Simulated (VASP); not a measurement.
# GaN (Fm-3m) in VASP: single point with PBE

Aim: the single point of GaN with PBE.

Everything below comes from runs of VASP 6.6.1. Logs are shortened: lines on timing, memory, paths and dates and some standing lists are left out, and cuts for length are marked.

## Step 1: The cell of the first run

It takes space group Fm-3m (No. 225, cubic). The conventional cell has a = 4.217 Å, b = 4.217 Å, c = 4.217 Å, α = 90.00°, β = 90.00°, γ = 90.00°. Ga (site symmetry m-3m) has 6 N at 2.11 Å within 2.8 Å. N (site symmetry m-3m) has 6 Ga at 2.11 Å within 2.8 Å.

## Step 2: Single point, PBE

INCAR

```
  ALGO = Normal
  EDIFF = 1E-6
  ENCUT = 600
  GGA = PE
  GGA_COMPAT = F
  ISIF = 2
  ISMEAR = 0
  ISYM = 0
  LASPH = T
  LCHARG = T
  LELF = T
  LREAL = F
  LVHAR = T
  LWAVE = F
  NBANDS = 16
  NELM = 120
  PREC = Accurate
  SIGMA = 0.01
```

KPOINTS

```
k-points
0
Gamma
  8 8 8
```

POSCAR

```
GaN
1.0
    0.0000000000      2.1085152350      2.1085152350
    2.1085152350      0.0000000000      2.1085152350
    2.1085152350      2.1085152350      0.0000000000
Ga N
1 1
Direct
    0.0000000000      0.0000000000      0.0000000000
    0.5000000000      0.5000000000      0.5000000000
```

Potentials or basis: VASP PAW PBE potentials, release 64 (Ga_d, N).

Run with:

```
> cat potpaw_PBE.64/Ga_d/POTCAR potpaw_PBE.64/N/POTCAR > POTCAR
> mpirun -np 1 vasp_std > vasp.out
```

OUTCAR:

```text
EDIFF = 1E-6
   ENCUT = 600
   GGA = PE
   ISIF = 2
   ISMEAR = 0
   ISYM = 0
   LASPH = T
   LREAL = F
   NELM = 120
   PREC = Accurate

 ion  position               nearest neighbor table
   1  0.000  0.000  0.000-   2 2.11   2 2.11   2 2.11   2 2.11   2 2.11   2 2.11
   2  0.500  0.500  0.500-   1 2.11   1 2.11   1 2.11   1 2.11   1 2.11   1 2.11

IMPORTANT INFORMATION: All symmetrisations will be switched off!
NOSYMM: (Re-)initialisation of all symmetry stuff for point group C_1.

----------------------------------------------------------------------------------------

                                     Primitive cell

  volume of cell :      18.7482

  direct lattice vectors                    reciprocal lattice vectors
     0.000000000  2.108515235  2.108515235    -0.237133691  0.237133691  0.237133691
     2.108515235  0.000000000  2.108515235     0.237133691 -0.237133691  0.237133691
     2.108515235  2.108515235  0.000000000     0.237133691  0.237133691 -0.237133691

  length of vectors
     2.981890842  2.981890842  2.981890842     0.410727601  0.410727601  0.410727601

  position of ions in fractional coordinates (direct lattice)
     0.000000000  0.000000000  0.000000000
     0.500000000  0.500000000  0.500000000

  ion indices of the primitive-cell ions
   primitive index   ion index
                 1           1
                 2           2

----------------------------------------------------------------------------------------

 KPOINTS: k-points

Automatic generation of k-mesh.
 Grid dimensions read from file:
 generate k-points for:    8    8    8

 Generating k-lattice:

  Cartesian coordinates                     Fractional coordinates (reciprocal lattice)
    -0.029641711  0.029641711  0.029641711     0.125000000  0.000000000  0.000000000
     0.029641711 -0.029641711  0.029641711     0.000000000  0.125000000  0.000000000
     0.029641711  0.029641711 -0.029641711     0.000000000  0.000000000  0.125000000

  Length of vectors
     0.051340950  0.051340950  0.051340950

  Shift w.r.t. Gamma in fractional coordinates (k-lattice)
     0.000000000  0.000000000  0.000000000

 Subroutine IBZKPT returns following result:
 ===========================================

 Found    260 irreducible k-points:

 Following reciprocal coordinates:
[... 35 lines left out ...]
   PREC   = accura    normal or accurate (medium, high low for compatibility)
   ISTART =      0    job   : 0-new  1-cont  2-samecut
   ICHARG =      2    charge: 1-file 2-atom 10-const
   ISPIN  =      1    spin polarized calculation?
   LNONCOLLINEAR =      F non collinear calculations
   LSORBIT =      F    spin-orbit coupling
   LASPH  =      T    aspherical Exc in radial PAW
   ENCUT  =  600.0 eV  44.10 Ry    6.64 a.u.   5.96  5.96  5.96*2*pi/ulx,y,z
   NELM   =    120;   NELMIN=  2; NELMDL= -5     # of ELM steps
   EDIFF  = 0.1E-05   stopping-criterion for ELM
   LREAL  =      F    real-space projection
   EDIFFG = 0.1E-04   stopping-criterion for IOM
   NSW    =      0    number of steps for IOM
   IBRION =     -1    ionic relax: 0-MD 1-quasi-New 2-CG
   NFREE  =      0    steps in history (QN), initial steepest desc. (CG)
   ISIF   =      2    stress and relaxation
   ISYM   =      0    0-nonsym 1-usesym 2-fastsym
   POTIM  = 0.5000    time-step for ionic-motion
   TEBEG  =    0.0;   TEEND  =   0.0 temperature during run
   PSTRESS=    0.0 pullay stress
   NELECT =      18.0000    total number of electrons
   NUPDOWN=      -1.0000    fix difference up-down
   EMIN   =  10.00;   EMAX   =-10.00  energy-range for DOS
   EFERMI =   0.00;   METHOD = LEGACY
   ISMEAR =     0;   SIGMA  =   0.01  broadening in eV -4-tet -1-fermi 0-gaus
   EFERMI_NEDOS =   21; number of points for ismear=-14 and -15
   IALGO  =     38    algorithm
   IMIX   =      4    mixing-type and parameters
     AMIX     =   0.40;   BMIX     =  1.00
     AMIX_MAG =   1.60;   BMIX_MAG =  1.00
  volume/ion in A,a.u.               =       9.37        63.26
  Fermi-wavevector in a.u.,A,eV,Ry     =   1.615024  3.051952 35.488101  2.608302
  Thomas-Fermi vector in A             =   2.709838
   LORBIT       =      0    0 simple, 1 ext, 2 COOP (PROOUT), +10 PAW based schemes
   GGA     = PE    functional components
   LHFCALC =     F    Hartree Fock is set to
   AEXX    =    0.0000 exact exchange contribution
   IVDW    =     0    specifies the selected vdW correction
   LEPSILON=     F    determine dielectric tensor
   LRPA    =     F    only Hartree local field effects (RPA)
 non-spin polarized calculation
 Gauss-broadening in eV      SIGMA  =   0.01
  energy-cutoff  :      600.00
  volume of cell :       18.75
 maximum number of plane-waves:       638
   NGX = 11   NGY = 11   NGZ = 11

 number of electron      18.0000008 magnetization

 Free energy of the ion-electron system (eV)
  ---------------------------------------------------
  ext. energy  EPLUGINS =         0.00000000
  ---------------------------------------------------
  free energy    TOTEN  =       -11.18563547 eV

  energy without entropy =      -11.18563547  energy(sigma->0) =      -11.18563547

 E-fermi :   8.0190     XC(G=0): -13.1184

 val. band max:        7.9675250232   @ k =  -0.2500   0.0000   0.1250
 cond. band min:       8.6186483756   @ k =   0.5000   0.5000   0.0000
 fundamental gap:      0.6511233524
 Fermi energy:         8.0189516698

 k-point     1 :       0.0000    0.0000    0.0000
  band No.  band energies     occupation
      1      -9.3868      2.00000
      2      -6.0039      2.00000
      3      -6.0039      2.00000
      4      -6.0039      2.00000
      5      -5.9079      2.00000
      6      -5.9079      2.00000
[... 433 lines left out ...]
      3      -6.0284      2.00000
      4      -5.9748      2.00000
      5      -5.8880      2.00000
      6      -5.8540      2.00000
[... 8 lines left out ...]
     15      27.0780      0.00000
     16      28.0245      0.00000

 [... further k-points ...]
[... 5 lines left out ...]
  --------------------------------------------------------------------------------------
  -------------------------------------------------------------------------------------
  Total        1.0385935      1.0385864      1.0385917      0.0000264      0.0000267      0.0000260
  in kB       88.7556368     88.7550326     88.7554832      0.0022522      0.0022792      0.0022213
  external PRESSURE =      88.7553842 kB  Pullay stress =       0.0000000 kB

 VOLUME and BASIS-vectors are now :
 -----------------------------------------------------------------------------
  energy-cutoff  :      600.00
  volume of cell :       18.75
      direct lattice vectors                 reciprocal lattice vectors
     0.000000000  2.108515235  2.108515235    -0.237133691  0.237133691  0.237133691
     2.108515235  0.000000000  2.108515235     0.237133691 -0.237133691  0.237133691
     2.108515235  2.108515235  0.000000000     0.237133691  0.237133691 -0.237133691

 POSITION                                       TOTAL-FORCE (eV/Angst)
 -----------------------------------------------------------------------------------
      0.00000      0.00000      0.00000        -0.000000      0.000000      0.000001
      2.10852      2.10852      2.10852         0.000000     -0.000000     -0.000001
 -----------------------------------------------------------------------------------
    total drift:                               -0.000001      0.000001      0.000000

  FREE ENERGIE OF THE ION-ELECTRON SYSTEM (eV)
  ---------------------------------------------------
  free  energy   TOTEN  =       -11.1856354723 eV

  energy  without entropy=      -11.1856354723  energy(sigma->0) =      -11.18563547
```

stdout:

```text
POSCAR found type information on POSCAR GaN
 POSCAR found :  2 types and       2 ions
 scaLAPACK will be used
 LDA part: xc-table for (Slater+PW92), standard interpolation
 POSCAR, INCAR and KPOINTS ok, starting setup
 FFT: planning ... GRIDC
 FFT: planning ... GRID_SOFT
 FFT: planning ... GRID
 WAVECAR not read
 entering main loop
```

Wall time 59 s (1 thread of Intel Xeon Platinum 8375C at 2.90GHz (Ice Lake), shared host); peak memory 0.22 GiB.

What came out:

- Free energy: -11.1856 eV
- Pressure: 8.9 GPa
- Band gap on the k mesh: 0.65 eV, indirect (least direct gap 2.83 eV)

Levels at points of the mesh, in eV from the valence-band top:
| k point | band 6 | band 7 | band 8 | band 9 | band 10 | band 11 | band 12 | band 13 |
| --- | --- | --- | --- | --- | --- | --- | --- | --- |
| (0.00, 0.00, 0.00) | -13.88 | -0.50 | -0.50 | -0.50 | 2.33 | 14.78 | 14.78 | 14.78 |
| (0.50, 0.00, 0.00) | -13.74 | -8.27 | -0.15 | -0.15 | 4.74 | 9.15 | 9.15 | 9.51 |
| (0.00, 0.50, 0.00) | -13.74 | -8.27 | -0.15 | -0.15 | 4.74 | 9.15 | 9.15 | 9.51 |
| (0.00, 0.00, 0.50) | -13.74 | -8.27 | -0.15 | -0.15 | 4.74 | 9.15 | 9.15 | 9.51 |
| (0.50, 0.50, 0.50) | -13.74 | -8.27 | -0.15 | -0.15 | 4.74 | 9.15 | 9.15 | 9.51 |
| (0.50, 0.50, 0.00) | -10.96 | -7.16 | -3.05 | -3.05 | 0.65 | 7.85 | 12.01 | 14.61 |
| (0.00, 0.50, 0.50) | -10.96 | -7.16 | -3.05 | -3.05 | 0.65 | 7.85 | 12.01 | 14.61 |
| (0.50, 0.00, 0.50) | -10.96 | -7.16 | -3.05 | -3.05 | 0.65 | 7.85 | 12.01 | 14.61 |
